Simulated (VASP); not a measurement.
# KI (Fm-3m) in VASP: further runs, part 2 of 2

VASP 6.6.1.

## 3. Single point, LDA

Contents of INCAR:

```
SYSTEM = KI
  ALGO = Normal
  EDIFF = 1E-7
  ENCUT = 520
  ISIF = 2
  ISMEAR = 0
  LASPH = .True.
  LCHARG = .False.
  LREAL = .False.
  LWAVE = .False.
  NBANDS = 15
  NELM = 80
  PREC = Accurate
  SIGMA = 0.01
```

Contents of KPOINTS:

```
k-points
0
Gamma
  6 6 6
  0 0 0
```

Contents of POSCAR:

```
KI
1.0
    0.0000000000      2.8616142078      2.8616142078
    2.8616142078      0.0000000000      2.8616142078
    2.8616142078      2.8616142078      0.0000000000
K I
1 1
Direct
    0.0000000000      0.0000000000      0.0000000000
    0.5000000000      0.5000000000      0.5000000000
```

Potentials or basis: VASP PAW LDA potentials, release 64 (K_sv, I).

The run is started by

```bash
$ cat potpaw_LDA.64/K_sv/POTCAR potpaw_LDA.64/I/POTCAR > POTCAR
$ mpirun -np 1 vasp_std > vasp.out
```

OUTCAR:

```text
SYSTEM = KI
   EDIFF = 1E-7
   ENCUT = 520
   ISIF = 2
   ISMEAR = 0
   LASPH = .True.
   LREAL = .False.
   NELM = 80
   PREC = Accurate

 ion  position               nearest neighbor table
   1  0.000  0.000  0.000-   2 2.86   2 2.86   2 2.86   2 2.86   2 2.86   2 2.86
   2  0.500  0.500  0.500-   1 2.86   1 2.86   1 2.86   1 2.86   1 2.86   1 2.86

  LATTYP: Found a face centered cubic cell.
 ALAT       =     5.7232284156

  Lattice vectors:

 A1 = (   0.0000000000,   2.8616142078,   2.8616142078)
[... 462 lines left out ...]

------------------------ aborting loop because EDIFF is reached ----------------------------------------

  FORCE on cell =-STRESS in cart. coord.  units (eV):
  Direction    XX          YY          ZZ          XY          YZ          ZX
  --------------------------------------------------------------------------------------
  -------------------------------------------------------------------------------------
  Total        8.9636626      8.9636626      8.9636626      0.0000000      0.0000000      0.0000000
  in kB      306.4310982    306.4310982    306.4310982      0.0000000      0.0000000      0.0000000
  external PRESSURE =     306.4310982 kB  Pullay stress =       0.0000000 kB

 VOLUME and BASIS-vectors are now :
 -----------------------------------------------------------------------------
  energy-cutoff  :      520.00
  volume of cell :       46.87
      direct lattice vectors                 reciprocal lattice vectors
     0.000000000  2.861614208  2.861614208    -0.174726558  0.174726558  0.174726558
     2.861614208  0.000000000  2.861614208     0.174726558 -0.174726558  0.174726558
     2.861614208  2.861614208  0.000000000     0.174726558  0.174726558 -0.174726558

 POSITION                                       TOTAL-FORCE (eV/Angst)
 -----------------------------------------------------------------------------------
      0.00000      0.00000      0.00000        -0.000000     -0.000000      0.000000
      2.86161      2.86161      2.86161         0.000000      0.000000     -0.000000
 -----------------------------------------------------------------------------------
    total drift:                               -0.000000      0.000000      0.000000

  FREE ENERGIE OF THE ION-ELECTRON SYSTEM (eV)
  ---------------------------------------------------
  free  energy   TOTEN  =        -4.2775587093 eV

  energy  without entropy=       -4.2775587093  energy(sigma->0) =       -4.27755871
```

OSZICAR:

```text
N       E                     dE             d eps       ncg     rms          rms(c)
DAV:   1     0.101333675392E+03    0.10133E+03   -0.70795E+03   480   0.970E+02
DAV:   2     0.889136782235E+00   -0.10044E+03   -0.90864E+02   620   0.250E+02
DAV:   3    -0.415857009940E+01   -0.50477E+01   -0.50071E+01   628   0.458E+01
DAV:   4    -0.436264709168E+01   -0.20408E+00   -0.20401E+00   727   0.916E+00
DAV:   5    -0.436992621158E+01   -0.72791E-02   -0.72784E-02   672   0.131E+00    0.144E+01
DAV:   6    -0.429344542065E+01    0.76481E-01   -0.66157E-02   571   0.166E+00    0.914E+00
DAV:   7    -0.428087671608E+01    0.12569E-01   -0.93909E-02   601   0.181E+00    0.463E-01
DAV:   8    -0.427748935621E+01    0.33874E-02   -0.18077E-02   578   0.111E+00    0.129E-01
DAV:   9    -0.427757458650E+01   -0.85230E-04   -0.98771E-04   627   0.200E-01    0.101E-01
DAV:  10    -0.427757298216E+01    0.16043E-05   -0.14520E-04   585   0.131E-01    0.101E-01
DAV:  11    -0.427755866419E+01    0.14318E-04   -0.36285E-05   585   0.595E-02    0.176E-02
DAV:  12    -0.427755866288E+01    0.13040E-08   -0.65811E-06   667   0.200E-02    0.347E-03
DAV:  13    -0.427755875765E+01   -0.94764E-07   -0.10126E-06   727   0.749E-03    0.540E-03
DAV:  14    -0.427755870930E+01    0.48348E-07   -0.14149E-07   485   0.414E-03
   1 F= -.42775587E+01 E0= -.42775587E+01  d E =-.737688E-45
```

It took 7.1 s on 1 thread of AMD EPYC 9R45 (Zen 5), shared host; peak memory 0.12 GiB.

What came out:

- Free energy: -4.2776 eV
- Pressure: 30.6 GPa
- Band gap on the k mesh: 2.48 eV, indirect (least direct gap 3.24 eV)

Caveat: spin-orbit coupling is left out, which moves the levels of the heavy elements.

## 4. Relaxation of cell and atoms, LDA, target pressure 30 GPa, at which the enthalpy is minimised

This run uses another cell than the first one, of 39.70 Å³/atom, 1.694 times its volume.

Contents of INCAR:

```
SYSTEM = KI
PREC = Accurate ; ENCUT = 600
EDIFF = 1E-6 ; ISMEAR = 0
SIGMA = 0.01 ; LREAL = .False.
LASPH = .True. ; NELM = 100
ALGO = Normal ; ISIF = 3
LWAVE = .False. ; LCHARG = .False.
GGA = CA ; IBRION = 2
NSW = 100 ; EDIFFG = -0.002
PSTRESS = 300.0
```

Contents of KPOINTS:

```
Automatic mesh
0
Gamma
  6 6 6
  0 0 0
```

Contents of POSCAR:

```
KI
1.0
    0.0000000000      3.4114741204      3.4114741204
    3.4114741204      0.0000000000      3.4114741204
    3.4114741204      3.4114741204      0.0000000000
K I
1 1
Direct
    0.0000000000      0.0000000000      0.0000000000
    0.5000000000      0.5000000000      0.5000000000
```

The run is started by

```bash
$ cat potpaw_LDA.64/K_sv/POTCAR potpaw_LDA.64/I/POTCAR > POTCAR
$ mpirun -np 1 vasp_std > vasp.out
```

Run time: 1.9 min. Hardware: 1 thread of AMD EPYC 9R45 (Zen 5), shared host; peak memory 0.19 GiB.

It converged, with:

```
Free energy                                            : -4.3247 eV
Relaxed volume                                         : 23.56 Å³/atom
Relaxed cell                                           : a = 4.054 Å, b = 4.054 Å, c = 4.054 Å, α = 60.00°, β = 60.00°, γ = 60.00°
Space group after relaxing (to 0.05 Å)                 : Fm-3m (No. 225)
Energy change on relaxing (the enthalpy is what falls) : +920.8 meV/atom
Ionic steps                                            : 18
Pressure after relaxing                                : 30.0 GPa
Band gap on the k mesh                                 : 2.51 eV, indirect (least direct gap 3.26 eV)
```

Step by step:
| step | energy change (eV) | largest force (eV/Å) | pressure (GPa) | volume (Å³) |
| --- | --- | --- | --- | --- |
| 1 | 0.0000 | 0.0000 | 0.03 | 79.41 |
| 2 | 22.8801 | 0.0000 | 372.36 | 20.98 |
| 3 | 0.8760 | 0.0000 | 16.00 | 54.05 |
| 4 | 1.3685 | 0.0000 | 23.17 | 49.98 |
| 5 | 1.8760 | 0.0000 | 30.49 | 46.93 |
| 6 | 1.7754 | 0.0000 | 29.04 | 47.47 |
| 7 | 1.7784 | 0.0000 | 29.07 | 47.45 |
| 8 | 1.7874 | 0.0000 | 29.17 | 47.40 |
| 9 | 1.7876 | 0.0000 | 29.21 | 47.40 |
| 10 | 1.7879 | 0.0000 | 29.21 | 47.40 |
| 11 | 1.7885 | 0.0000 | 29.21 | 47.40 |
| 12 | 1.7898 | 0.0000 | 29.24 | 47.39 |
| 13 | 1.7924 | 0.0000 | 29.27 | 47.38 |
| 14 | 1.7976 | 0.0000 | 29.33 | 47.35 |
| 15 | 1.8079 | 0.0000 | 29.51 | 47.29 |
| 16 | 1.8288 | 0.0000 | 29.82 | 47.18 |
| 17 | 1.8711 | 0.0000 | 30.43 | 46.95 |
| 18 | 1.8416 | 0.0000 | 29.99 | 47.11 |

Final structure:
```yaml
crystal:
  lattice:
    - [0.00000, 2.86658, 2.86658]
    - [2.86658, 0.00000, 2.86658]
    - [2.86658, 2.86658, 0.00000]
  atoms:
    - { symbol: K, position: [0.00000, 0.00000, 0.00000] }
    - { symbol: I, position: [0.50000, 0.50000, 0.50000] }
```

Levels at points of the mesh, in eV from the valence-band top:
| k point | band 6 | band 7 | band 8 | band 9 | band 10 | band 11 |
| --- | --- | --- | --- | --- | --- | --- |
| (0.00, 0.00, 0.00) | 0.00 | 0.00 | 0.00 | 5.06 | 5.06 | 5.06 |
| (0.50, 0.00, 0.00) | -3.68 | -1.53 | -1.53 | 5.55 | 8.22 | 8.67 |
| (0.50, 0.50, 0.00) | -2.08 | -0.75 | -0.75 | 2.51 | 7.21 | 7.93 |

Caveat: the cell is relaxed towards a set pressure, so the enthalpy falls and the energy may rise; the volume moved by over 15 % at a fixed basis, so the end points are rough; spin-orbit coupling is left out, which moves the levels of the heavy elements. LDA usually gives volumes a few per cent too small.
